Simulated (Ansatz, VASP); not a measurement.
## Nb in VASP and in Ansatz

```xyz
1
Lattice="-1.6545 1.6545 1.6545 1.6545 -1.6545 1.6545 1.6545 1.6545 -1.6545" Properties=species:S:1:pos:R:3 pbc="T T T"
Nb    0.0000    0.0000    0.0000
```

Alike in both runs: task single point; functional PBE; k mesh 34 × 34 × 34; no spin polarisation.

|  | VASP | Ansatz |
| --- | --- | --- |
| version | VASP 6.6.1 | Ansatz 0.2.0 |
| potentials or method | VASP PAW PBE potentials, release 64 (Nb_sv) | plane-wave PAW, scalar-relativistic |
| plane-wave cutoff (eV) | 520 | 420 |
| occupations | methfessel-paxton of order 1, width 0.1 eV | cold, width 0.1 eV |
| valence electrons in the cell | 13 | 13 |

```csv
,VASP,Ansatz,Ansatz less VASP
pressure (GPa),-0.2,0.1,+0.32
```
